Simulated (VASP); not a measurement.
GaP: single point with r2SCAN

**Experimental background.**

“Stacking defects in GaP nanowires: Electronic structure and optical properties”, 2018, arxiv:1810.01194 quotes, for a bulk crystal of GaP at 10 K: band gap 2.34 eV (indirect).

GaP:

```
CELL_PARAMETERS angstrom
0.00000 2.72571 2.72571
2.72571 0.00000 2.72571
2.72571 2.72571 0.00000
ATOMIC_POSITIONS crystal
Ga 0.00000 0.00000 0.00000
P 0.25000 0.25000 0.25000
```

* Program: VASP 6.6.1
* Task: single point
* Functional: r2SCAN
* Potentials or basis: VASP PAW PBE potentials, release 64 (Ga_d, P)
* Cutoff: 520 eV
* k mesh: 10 × 10 × 10
* Occupations: fermi-dirac, width 0.02 eV
* Spin: no spin polarisation
* Dipole correction: no
* Further INCAR settings: ALGO = Normal; EDIFF = 1e-07; NBANDS = 16

```yaml
Pressure: -0.1 GPa
Band_gap_on_the_k_mesh: 1.86 eV, indirect (least direct gap 2.34 eV)
```

Levels at points of the mesh, in eV from the valence-band top:
```
           k point  band 5  band 6  band 7  band 8  band 9  band 10  band 11  band 12  band 13  band 14
(0.00, 0.00, 0.00)  -14.87  -13.02    0.00    0.00    0.00     2.34     4.19     4.19     4.19     9.46
(0.50, 0.00, 0.00)  -14.87  -10.86   -6.84   -1.17   -1.17     2.04     5.06     5.06     8.83    11.64
(0.50, 0.50, 0.00)  -14.85   -9.92   -6.95   -2.80   -2.80     1.91     2.10    11.35    11.35    12.00
```

Run time: 120 s on 1 thread of Intel(R) Xeon(R) 6975P-C (Granite Rapids), with other jobs on the host, peak memory 0.18 GiB.

Measured gap of GaP: 2.34 eV (indirect; 10 K; quoted in “Stacking defects in GaP nanowires: Electronic structure and optical properties”, 2018, arxiv:1810.01194). This calculation gives 1.86 eV (-0.47 eV). Spin-orbit coupling on Ga is left out. The value is that of r2SCAN on a finite k mesh, which can miss the band edges, without temperature or zero-point motion.

Caveat: the PAW data sets were made with another functional, which shifts forces and pressure a little.
